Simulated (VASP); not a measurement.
Input of a VASP 6.6.1 run:

File INCAR:

```
SYSTEM = Rb
PREC = Accurate
ENCUT = 520
EDIFF = 1E-6
ISMEAR = 0
SIGMA = 0.1
LREAL = .False.
LASPH = .True.
NELM = 80
ALGO = Fast
ISIF = 2
LWAVE = .False.
LCHARG = .False.
GGA = PS
NBANDS = 26
```

KPOINTS

```
regular mesh
0
Gamma
  4 4 2
  0 0 0
```

POSCAR

```
Rb
1.0
    5.0135406957      0.0000000000      0.0000000000
    0.0000000000      4.5356472336      0.0000000000
    0.0000000000      0.0000000000     15.4775592457
Rb
4
Direct
    0.2581358936      0.2500000000      0.8790412824
    0.2418641064      0.7500000000      0.3790412824
    0.7581358936      0.2500000000      0.6209587176
    0.7418641064      0.7500000000      0.1209587176
```

Potentials or basis: VASP PAW PBE potentials, release 64 (Rb_sv).

Command:

```sh
$ cat potpaw_PBE.64/Rb_sv/POTCAR > POTCAR
$ mpirun -np 1 vasp_std > vasp.out
```

Task: Estimate the pressure.

Result: 0.0 GPa.

Task: Estimate the band gap on the k mesh.

Result: Zero (band 18 reaches 0.94 eV, above the bottom of band 19 at -1.17 eV).

Task: Estimate the largest force.

Result: 0.018 eV/Å.

Forces in eV/Å, atoms in the order of the input:
```
Rb  -0.007  0.000  0.017
Rb   0.007  0.000  0.017
Rb  -0.007  0.000 -0.017
Rb   0.007  0.000 -0.017
```

Caveat: the PAW data sets were made with another functional, which shifts forces and pressure a little.
